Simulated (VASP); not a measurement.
Here is a VASP 6.6.1 calculation.

INCAR

```
PREC = Accurate
ENCUT = 520
EDIFF = 1E-6
ISMEAR = 0
SIGMA = 0.1
LREAL = False
LASPH = True
NELM = 60
ALGO = Normal
ISIF = 2
LWAVE = False
LCHARG = False
GGA = PE
NBANDS = 15
```

KPOINTS

```
Automatic mesh
0
Gamma
  14 14 6
```

POSCAR

```
SiTeS
1.0
    3.1020198054      0.0000000000      0.0000000000
    0.0000000000      3.1020198054      0.0000000000
    0.0000000000      0.0000000000      8.1069855404
Si Te S
1 1 1
Direct
    0.0000000000      0.0000000000      0.6886690127
    0.5000000000      0.5000000000      0.0627459096
    0.5000000000      0.5000000000      0.5586757977
```

Potentials or basis: VASP PAW PBE potentials, release 64 (Si, Te, S).

Run with:

```sh
$ cat potpaw_PBE.64/Si/POTCAR potpaw_PBE.64/Te/POTCAR potpaw_PBE.64/S/POTCAR > POTCAR
$ mpirun -np 1 vasp_std > vasp.out
```

Question: Predict the largest force.

Answer: 0.013 eV/Å.

Question: What does it give for the band gap on the k mesh?

Answer: Zero (bands 8 and 9 overlap by 2.80 eV).

Question: What does it give for the pressure?

Answer: -0.1 GPa.

Forces on the atoms (eV/Å):
```
Si   0.000  0.000 -0.013
Te   0.000  0.000  0.000
S    0.000  0.000  0.013
```

Caveat: spin-orbit coupling is left out, which moves the levels of the heavy elements; this functional lacks dispersion, which binds layers or chains, so the pressure and a relaxed spacing across them are unreliable.
